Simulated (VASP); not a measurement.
As: single point with PBE

As:

```xyz
2
Lattice="2.2964 0.0000 0.0000 -1.1482 1.9887 0.0000 0.0000 0.0000 3.6529" Properties=species:S:1:pos:R:3 pbc="T T T"
As    0.0000    1.3258    0.9132
As    1.1482    0.6629    2.7397
```

This isn't the form of As at room conditions, which is rhombohedral.

```json
{"Program": "VASP 6.6.1", "Task": "single point", "Functional": "PBE", "Potentials or basis": "VASP PAW PBE potentials, release 64 (As_d)", "Cutoff": "510 eV", "k mesh": "16 × 16 × 9", "Occupations": "fermi-dirac, width 0.1 eV", "Spin": "no spin polarisation", "Dipole correction": "no", "Further INCAR settings": "ALGO = Normal; EDIFF = 1e-06; NBANDS = 22"}
```

The pressure is 407.9 GPa. The band gap on the k mesh is zero (bands 15 and 16 overlap by 19.62 eV).

Stress tensor (GPa, compression positive):
```
408.26   0.00   0.00
  0.00 408.26   0.00
  0.00   0.00 407.11
```

Levels at points of the mesh, in eV from the Fermi level:
```csv
k point,band 13,band 14,band 15,band 16,band 17,band 18
"(0.00, 0.00, 0.00)",-14.10,9.18,9.18,12.10,12.10,13.94
"(0.50, 0.00, 0.00)",-6.55,-5.79,-4.13,-3.29,0.24,5.82
```

It took 24 s on 1 thread of AMD EPYC 9R45 96-Core Processor (Zen 5) (shared host), peak memory 0.12 GiB.

Caveat: the cell stands under pressure.
